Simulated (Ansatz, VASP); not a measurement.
AgCl in VASP and in Ansatz

The input INCAR:

```
SYSTEM = AgCl
ALGO = Normal
EDIFF = 1E-6
ENCUT = 520
GGA = PE
ISIF = 2
ISMEAR = -1
LASPH = .True.
LCHARG = .False.
LREAL = .False.
LWAVE = .False.
NBANDS = 16
NELM = 80
PREC = Accurate
SIGMA = 0.02
```

File KPOINTS:

```
k-points
0
Gamma
  8 8 8
  0 0 0
```

Contents of POSCAR:

```
AgCl
1.0
    0.0425221518      2.8157059644      2.8157059644
    2.8157059644      0.0425221518      2.8157059644
    2.8157059644      2.8157059644      0.0425221518
Ag Cl
1 1
Direct
    0.0000000000      0.0000000000      0.0000000000
    0.5000000000      0.5000000000      0.5000000000
```

Input for Ansatz:

```yaml
crystal:
  lattice:
    - [0.0425221518, 2.8157059644, 2.8157059644]
    - [2.8157059644, 0.0425221518, 2.8157059644]
    - [2.8157059644, 2.8157059644, 0.0425221518]
  atoms:
    - { symbol: Ag, position: [0.0, 0.0, 0.0] }
    - { symbol: Cl, position: [0.5, 0.5, 0.5] }
kpoints:
  mp_grid: { grid: [8, 8, 8] }
  band_path:
    path:
      - [0.0, 0.0, 0.0]
      - [0.5, 0.0, 0.5]
      - [0.625, 0.25, 0.625]
      - [0.375, 0.375, 0.75]
      - [0.5, 0.5, 0.5]
      - [0.5, 0.25, 0.75]
      - [0.0375, 0.0375, 0.075]
    npoints: 1
hamiltonian:
  xc: pbe
scf:
  occupations: { method: fermi_dirac, width: 0.02 }
  n_extra_bands: 4
output:
  forces: true
  stress: true
  eigenvalues: true
```

Change from the starting cell: shear_111 strain +2.3%.

Alike in both runs: task single point; functional PBE; k mesh 8 × 8 × 8; occupations fermi-dirac, width 0.02 eV; no spin polarisation.

```csv
,VASP,Ansatz
version,VASP 6.6.1,Ansatz 0.2.0
potentials or method,"VASP PAW PBE potentials, release 64 (Ag, Cl)","plane waves, PAW"
plane-wave cutoff (eV),520,420
valence electrons in the cell,18,26
```

```tsv
	VASP	Ansatz	Ansatz less VASP
gap on the k mesh at the Fermi level (eV)	0.89	0.90	+0.003
pressure (GPa)	0.4	0.5	+0.13
traceless stress, the component that is largest in VASP (GPa)	-0.09	-0.09	0.000
```

VASP's potentials hold 18 valence electrons a cell and Ansatz's 26, so a difference there can come from the potentials and not from the codes.
